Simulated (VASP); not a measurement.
HgTe:

```xyz
2
Lattice="0.0000 3.1800 3.1800 3.1800 0.0000 3.1800 3.1800 3.1800 0.0000" Properties=species:S:1:pos:R:3 pbc="T T T"
Hg    0.0000    0.0000    0.0000
Te    3.1800    3.1800    3.1800
```

* Program: VASP 6.6.1
* Task: relaxation of cell and atoms
* Functional: PBE
* Dispersion: D3(BJ)
* Potentials or basis: VASP PAW PBE potentials, release 64 (Hg, Te)
* Cutoff: 600 eV
* k mesh: 6 × 6 × 6
* Occupations: fermi-dirac, width 0.02 eV
* Spin: no spin polarisation

At the start: pressure -5.8 GPa; volume 32.16 Å³/atom.

**Question.** How do energy, volume and symmetry change on relaxing?

**Answer.** Over 3 steps the energy falls by 98.1 meV/atom and the volume is 27.54 Å³/atom (-14.4 %); space group Fm-3m (No. 225, to 0.05 Å).

Step by step:
| step | energy change (eV) | largest force (eV/Å) | pressure (GPa) | volume (Å³) |
| --- | --- | --- | --- | --- |
| 1 | 0.0000 | 0.0000 | -5.76 | 64.31 |
| 2 | -0.1931 | 0.0000 | 1.05 | 54.14 |
| 3 | -0.1962 | 0.0000 | 0.02 | 55.09 |

Final structure:
```
Hg Te
1.0
     0.00000    3.01997    3.01997
     3.01997    0.00000    3.01997
     3.01997    3.01997    0.00000
Hg Te
1 1
Direct
  0.00000 0.00000 0.00000
  0.50000 0.50000 0.50000
```

Caveat: the volume moved by -14 % from the deposited cell, more than functionals usually miss; pairwise dispersion overbinds metals, which lowers pressure and volume.
